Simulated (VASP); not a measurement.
# Li: electric field gradients with PBEsol

Crystal: Li.

```
CELL_PARAMETERS angstrom
3.13161 0.00000 0.00000
-1.56580 2.71205 0.00000
0.00000 0.00000 5.12673
ATOMIC_POSITIONS crystal
Li 0.33333 0.66667 0.25000
Li 0.66667 0.33333 0.75000
```

This isn't the form of Li at room conditions, which is bcc.

* Program: VASP 6.6.1
* Task: electric field gradients
* Functional: PBEsol
* Potentials or basis: VASP PAW PBE potentials, release 64 (Li_sv)
* Cutoff: 520 eV
* k mesh: 15 × 15 × 8
* Occupations: fermi-dirac, width 0.03 eV
* Spin: no spin polarisation
* Dipole correction: no
* Further INCAR settings: ALGO = Normal; EDIFF = 1e-08; NBANDS = 10

```
Band gap on the k mesh                  : zero (bands 3 and 4 overlap by 4.47 eV)
Largest electric field gradient by atom : under 0.05 V/Å² on every atom
```

Levels at points of the mesh, in eV from the Fermi level:
| k point | band 1 | band 2 | band 3 | band 4 | band 5 | band 6 |
| --- | --- | --- | --- | --- | --- | --- |
| (0.00, 0.00, 0.00) | -46.04 | -46.03 | -3.47 | 0.00 | 2.68 | 11.89 |
| (0.00, 0.00, 0.50) | -46.03 | -46.03 | -2.39 | -2.39 | 7.55 | 7.55 |

Wall time 20 s on 1 thread of Intel(R) Xeon(R) Platinum 8488C (Sapphire Rapids) (shared host), peak memory 0.17 GiB.
